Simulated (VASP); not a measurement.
Input of a VASP 6.6.1 run:

The input INCAR:

```
SYSTEM = Ga4AsN3
ALGO = Normal
EDIFF = 1E-7
ENCUT = 520
GGA = PE
ISIF = 2
ISMEAR = 0
LASPH = .TRUE.
LCHARG = .TRUE.
LELF = .TRUE.
LREAL = .FALSE.
LVHAR = .TRUE.
LWAVE = .FALSE.
NBANDS = 46
NELM = 60
PREC = Accurate
SIGMA = 0.1
```

Contents of KPOINTS:

```
k-points
0
G
  6 6 2
  0 0 0
```

POSCAR

```
Ga4AsN3
1.0
    3.5721311600      0.0000000000      0.0000000000
    0.0000000000      3.5721311600      0.0000000000
    0.0000000000      0.0000000000     10.1035126500
Ga As N
4 1 3
Direct
    0.0000000000      0.0000000000      0.2500000000
    0.5000000000      0.5000000000      0.5000000000
    0.0000000000      0.0000000000      0.7500000000
    0.5000000000      0.5000000000      0.0000000000
    0.0000000000      0.0000000000      0.5000000000
    0.0000000000      0.0000000000      0.0000000000
    0.5000000000      0.5000000000      0.2500000000
    0.5000000000      0.5000000000      0.7500000000
```

Potentials or basis: VASP PAW PBE potentials, release 64 (Ga_d, As, N).

The run is started by

```console
$ cat potpaw_PBE.64/Ga_d/POTCAR potpaw_PBE.64/As/POTCAR potpaw_PBE.64/N/POTCAR > POTCAR
$ mpirun -np 1 vasp_std > vasp.out
```

Problem. Predict the pressure.

Solution. -16.9 GPa.

Problem. Estimate the band gap on the k mesh.

Solution. Zero (band 36 reaches 4.20 eV, above the bottom of band 37 at 2.02 eV).

Problem. Estimate the largest force.

Solution. 1.836 eV/Å.

Forces in eV/Å, atoms in the order of the input:
```
Ga   0.000  0.000 -1.836
Ga   0.000  0.000  0.000
Ga   0.000  0.000  1.836
Ga   0.000  0.000  0.000
As   0.000  0.000  0.000
N    0.000  0.000  0.000
N    0.000  0.000 -0.311
N    0.000  0.000  0.311
```

Caveat: forces of over 1 eV/Å act on the atoms, so gaps and moduli don't describe the material at rest.
